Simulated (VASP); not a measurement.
Write the native input for VASP 6.6.1 that does the following.

```
Task                   : relaxation of cell and atoms
Functional             : PBEsol
Dispersion             : D4
Potentials or basis    : VASP PAW PBE potentials, release 64 (W_sv, C)
Cutoff                 : 600 eV
k mesh                 : 10 × 10 × 10
Occupations            : fermi-dirac, width 0.05 eV
Spin                   : no spin polarisation
Dipole correction      : no
Further INCAR settings : ALGO = Normal; EDIFF = 1e-07; IBRION = 2; EDIFFG = -0.01; NSW = 60; ISIF = 3
```

The structure of WC lies in POSCAR:

```
WC
1.0
    0.0000000000      2.1926840000      2.1926840000
    2.1926840000      0.0000000000      2.1926840000
    2.1926840000      2.1926840000      0.0000000000
W C
1 1
Direct
    0.0000000000      0.0000000000      0.0000000000
    0.5000000000      0.5000000000      0.5000000000
```

These files were run (other wordings do the same):

INCAR

```
SYSTEM = WC
PREC = Accurate ; ENCUT = 600
EDIFF = 1E-7 ; ISMEAR = -1
SIGMA = 0.05 ; LREAL = .False.
LASPH = .True. ; NELM = 80
ALGO = Normal ; ISIF = 3
LWAVE = .False. ; LCHARG = .False.
GGA = PS ; IVDW = 13
IBRION = 2 ; NSW = 60
EDIFFG = -0.01
```

KPOINTS

```
regular mesh
0
Gamma
  10 10 10
  0 0 0
```

Potentials or basis: VASP PAW PBE potentials, release 64 (W_sv, C).

Run with:

```sh
$ cat potpaw_PBE.64/W_sv/POTCAR potpaw_PBE.64/C/POTCAR > POTCAR
$ mpirun -np 1 vasp_std > vasp.out
```

It gave:

```yaml
Relaxed_volume: 10.17 Å³/atom
Relaxed_cell: a = 3.064 Å, b = 3.064 Å, c = 3.064 Å, α = 60.00°, β = 60.00°, γ = 60.00°
Space_group_after_relaxing_to_0.05_Å: Fm-3m (No. 225)
Energy_gained_by_relaxing: 15.8 meV/atom
Ionic_steps: 4
Pressure_after_relaxing: -0.1 GPa
Dispersion_energy_per_atom: -0.288 eV
```

Caveat: the PAW data sets were made with another functional, which shifts forces and pressure a little.

Run time: 35 s on 1 thread of AMD EPYC 9R45 96-Core Processor (Zen 5), on a shared host, peak memory 0.15 GiB.
